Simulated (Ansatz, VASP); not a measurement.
KI: VASP beside Ansatz

```
K I
1.0
     0.00000    3.54457    3.54457
     3.54457    0.00000    3.54457
     3.54457    3.54457    0.00000
K I
1 1
Direct
  0.00000 0.00000 0.00000
  0.50000 0.50000 0.50000
```

Alike in both runs: task single point; functional r2SCAN; k mesh 6 × 6 × 6; no spin polarisation.

|  | VASP | Ansatz |
| --- | --- | --- |
| version | VASP 6.6.1 | Ansatz 0.2.0 |
| potentials or method | VASP PAW PBE potentials, release 64 (K_sv, I) | plane waves, PAW |
| plane-wave cutoff (eV) | 520 | 500 |
| occupations | gaussian, width 0.01 eV | fixed |
| valence electrons in the cell | 16 | 26 |

|  | VASP | Ansatz | Ansatz less VASP |
| --- | --- | --- | --- |
| gap on the k mesh at the Fermi level (eV) | 4.58 | 4.59 | +0.003 |
| pressure (GPa) | 0.0 | 0.0 | 0.00 |

VASP's potentials were made for PBE, not for r2SCAN. VASP's potentials hold 16 valence electrons a cell and Ansatz's 26, so a difference there can come from the potentials and not from the codes.

Spin-orbit coupling is off throughout.
